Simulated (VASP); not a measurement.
Input of a VASP 6.6.1 run:

The input INCAR:

```
SYSTEM = NaTmI4
PREC = Accurate ; ENCUT = 500
EDIFF = 1E-6 ; ISMEAR = 0
SIGMA = 0.1 ; LREAL = .False.
LASPH = .True. ; NELM = 200
ALGO = Normal ; ISIF = 2
LWAVE = .False. ; LCHARG = .False.
GGA = PE ; NBANDS = 31
GGA_COMPAT = .False. ; LMAXMIX = 6
```

The input KPOINTS:

```
Automatic mesh
0
Gamma
  8 8 8
  0 0 0
```

File POSCAR:

```
NaTmI4
1.0
    0.0000000000      5.0056914244      5.0056914244
    5.0056914244      0.0000000000      5.0056914244
    5.0056914244      5.0056914244      0.0000000000
Na Tm I
1 1 4
Direct
    0.2500000000      0.2500000000      0.2500000000
    0.0000000000      0.0000000000      0.0000000000
    0.6255264082      0.1234207753      0.6255264082
    0.6255264082      0.6255264082      0.1234207753
    0.6255264082      0.6255264082      0.6255264082
    0.1234207753      0.6255264082      0.6255264082
```

Potentials or basis: VASP PAW PBE potentials, release 64 (Na_pv, Tm_3, I), 4f in core.

The run is started by

```console
$ cat potpaw_PBE.64/Na_pv/POTCAR potpaw_PBE.64/Tm_3/POTCAR potpaw_PBE.64/I/POTCAR > POTCAR
$ mpirun -np 1 vasp_std > vasp.out
```

Problem. Predict the pressure.

Solution. 0.0 GPa.

Problem. Estimate the band gap on the k mesh.

Solution. Zero (bands 22 and 23 overlap by 0.32 eV).

Caveat: spin-orbit coupling is left out, which moves the levels of the heavy elements; the 4f electrons are frozen in the core, so they carry no moment and show no levels; the run has no spin polarisation, though such a crystal can be magnetic. Spin polarisation is off, so any magnetic state and its effect on volume and gap are missing.
